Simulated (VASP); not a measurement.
Write the native input for VASP 6.6.1 that does the following.

```
Task                   : single point
Functional             : PBE
Potentials or basis    : VASP PAW PBE potentials, release 64 (K_sv, F)
Cutoff                 : 520 eV
k mesh                 : 8 × 8 × 8
Occupations            : gaussian, width 0.02 eV
Spin                   : no spin polarisation
Dipole correction      : no
Further INCAR settings : ALGO = Normal; EDIFF = 1e-06; NBANDS = 15
```

The structure of KF (Carobbiite) lies in POSCAR:

```
KF
1.0
    0.0000000000      2.6255172513      2.6255172513
    2.6255172513      0.0000000000      2.6255172513
    2.6255172513      2.6255172513      0.0000000000
K F
1 1
Direct
    0.0000000000      0.0000000000      0.0000000000
    0.5000000000      0.5000000000      0.5000000000
```

This cell differs from its parent crystal: volume scaled by 0.91.

These files were run (other wordings do the same):

INCAR

```
ALGO = Normal ; EDIFF = 1E-6
ENCUT = 520 ; GGA = PE
ISIF = 2 ; ISMEAR = 0
LASPH = T ; LCHARG = F
LREAL = F ; LWAVE = F
NBANDS = 15 ; NELM = 80
PREC = Accurate ; SIGMA = 0.02
```

KPOINTS

```
k-points
0
Gamma
  8 8 8
```

Potentials or basis: VASP PAW PBE potentials, release 64 (K_sv, F).

Command:

```console
$ cat potpaw_PBE.64/K_sv/POTCAR potpaw_PBE.64/F/POTCAR > POTCAR
$ mpirun -np 1 vasp_std > vasp.out
```

It gave:

* Pressure: 3.6 GPa
* Band gap on the k mesh: 6.45 eV, direct

Run time: 22 s on 1 thread of AMD EPYC 7R43 64-Core Processor (Zen 3) (shared host), peak memory 0.12 GiB.
